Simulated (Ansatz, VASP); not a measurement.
This is a calculation of HfO2 for Ansatz 0.2.0.

input.yaml

```yaml
crystal:
  lattice:
    - [0.0, 2.5403350533, 2.5403350533]
    - [2.5403350533, 0.0, 2.5403350533]
    - [2.5403350533, 2.5403350533, 0.0]
  atoms:
    - { symbol: Hf, position: [0.0, 0.0, 0.0] }
    - { symbol: O, position: [0.75, 0.75, 0.75] }
    - { symbol: O, position: [0.25, 0.25, 0.25] }
hamiltonian:
  xc: pbe
  pseudopotentials: { kind: paw }
  dispersion: d4
kpoints:
  mp_grid: { grid: [9, 9, 9] }
scf:
  occupations: { method: fermi_dirac, width: 0.05 }
output:
  forces: true
  stress: true
  eigenvalues: true
```

Potentials or basis: Ansatz PAW.

Command:

```console
$ ansatz run input.yaml --threads 2 --pin off --max-ram 5120MiB --backend cpu --events-out ev --progress --plain --runs-dir out
```

**Question.** Set up the same calculation for VASP 6.6.1. Potentials there: VASP PAW PBE potentials, release 64 (Hf_pv, O).

**Answer.** As run (the cutoff follows the program's own potentials):

INCAR

```
PREC = Accurate ; ENCUT = 520
EDIFF = 1E-6 ; ISMEAR = -1
SIGMA = 0.05 ; LREAL = False
LASPH = True ; NELM = 60
ALGO = Normal ; ISIF = 2
LWAVE = False ; LCHARG = False
GGA = PE ; IVDW = 13
NBANDS = 18
```

File KPOINTS:

```
Automatic mesh
0
Gamma
  9 9 9
```

File POSCAR:

```
HfO2
1.0
    0.0000000000      2.5403350533      2.5403350533
    2.5403350533      0.0000000000      2.5403350533
    2.5403350533      2.5403350533      0.0000000000
Hf O
1 2
Direct
    0.0000000000      0.0000000000      0.0000000000
    0.7500000000      0.7500000000      0.7500000000
    0.2500000000      0.2500000000      0.2500000000
```

Potentials or basis: VASP PAW PBE potentials, release 64 (Hf_pv, O).

Launch:

```sh
$ cat potpaw_PBE.64/Hf_pv/POTCAR potpaw_PBE.64/O/POTCAR > POTCAR
$ mpirun -np 1 vasp_std > vasp.out
```

Both were run:

|  | VASP | Ansatz | Ansatz less VASP |
| --- | --- | --- | --- |
| gap on the k mesh at the Fermi level (eV) | 3.89 | 3.88 | -0.013 |
| least direct gap on the mesh (eV) | 4.01 | 4.00 | -0.013 |
| pressure (GPa) | -4.5 | -0.8 | +3.71 |

VASP's potentials hold 22 valence electrons a cell and Ansatz's 38, so a difference there can come from the potentials and not from the codes.

Neither program's run includes spin-orbit coupling. Noted on Ansatz's run: odd divisions of the mesh miss points on the zone boundary, where band edges often lie, so the gap on the mesh can be too wide.
